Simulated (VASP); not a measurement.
Input of a VASP 6.6.1 run:

File INCAR:

```
SYSTEM = Al2O3
ALGO = Normal
EDIFF = 1E-6
ENCUT = 520
ISIF = 2
ISMEAR = 0
LASPH = .True.
LCHARG = .False.
LREAL = .False.
LWAVE = .False.
NBANDS = 35
NELM = 80
PREC = Accurate
SIGMA = 0.05
```

KPOINTS

```
k-points
0
Gamma
  6 4 8
  0 0 0
```

POSCAR

```
Al2O3
1.0
    4.4088822837      0.0000000000      0.0000000000
    0.0000000000      9.1901962919      0.0000000000
    0.0000000000      0.0000000000      3.2125549357
Al O
4 6
Direct
    0.4138788494      0.3309999366      0.5000000000
    0.5861211506      0.6690000634      0.5000000000
    0.9138788494      0.1690000634      0.0000000000
    0.0861211506      0.8309999366      0.0000000000
    0.7315554251      0.2226862107      0.5000000000
    0.0000000000      0.0000000000      0.0000000000
    0.7684445749      0.7226862107      0.0000000000
    0.2315554251      0.2773137893      0.0000000000
    0.2684445749      0.7773137893      0.5000000000
    0.5000000000      0.5000000000      0.5000000000
```

Potentials or basis: VASP PAW LDA potentials, release 64 (Al, O).

The run is started by

```sh
$ cat potpaw_LDA.64/Al/POTCAR potpaw_LDA.64/O/POTCAR > POTCAR
$ mpirun -np 1 vasp_std > vasp.out
```

(1) What does it give for the band gap on the k mesh?

(2) What does it give for the pressure?

(3) What does it give for the largest force?

Results:

(1) 3.77 eV.

(2) 4.6 GPa.

(3) 2.772 eV/Å.

Caveat: the cell differs from its parent crystal (strain -0.040 along x and y, +0.080 along z); the cell stands under pressure; forces of over 1 eV/Å act on the atoms, so gaps and moduli don't describe the material at rest.
